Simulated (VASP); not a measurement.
Input of a VASP 6.6.1 run:

File INCAR:

```
PREC = Accurate
ENCUT = 520
EDIFF = 1E-6
ISMEAR = -1
SIGMA = 0.1
LREAL = F
LASPH = T
NELM = 100
ALGO = Normal
ISIF = 2
LWAVE = F
LCHARG = F
GGA = PE
NBANDS = 26
```

Contents of KPOINTS:

```
Automatic mesh
0
Gamma
  7 7 7
```

POSCAR

```
AlCl2
1.0
    0.0000000000      0.0000000000      5.4829420000
    5.5437820000      0.0000000000      0.0000000000
    2.7718910000      5.1436020000     -2.7414710000
Cl Al
4 2
Direct
    0.1117100000      0.0952900000      0.2234200000
    0.8882900000      0.9047100000      0.7765800000
    0.3882900000      0.3187100000      0.7765800000
    0.6117100000      0.6812900000      0.2234200000
    0.2500000000      0.0000000000      0.0000000000
    0.7500000000      0.0000000000      0.0000000000
```

Potentials or basis: VASP PAW PBE potentials, release 64 (Cl, Al).

Command:

```bash
$ cat potpaw_PBE.64/Cl/POTCAR potpaw_PBE.64/Al/POTCAR > POTCAR
$ mpirun -np 1 vasp_std > vasp.out
```

What does it give for the largest force?

3.077 eV/Å.

Estimate the band gap on the k mesh.

zero (band 17 reaches 6.16 eV, above the bottom of band 18 at 5.30 eV).

Forces on the atoms (eV/Å):
```
Cl   2.169  2.183  0.000
Cl  -2.169 -2.183  0.000
Cl   2.169 -2.183  0.000
Cl  -2.169  2.183  0.000
Al   0.000  0.000  0.000
Al   0.000  0.000  0.000
```

Caveat: forces of over 1 eV/Å act on the atoms, so gaps and moduli don't describe the material at rest.
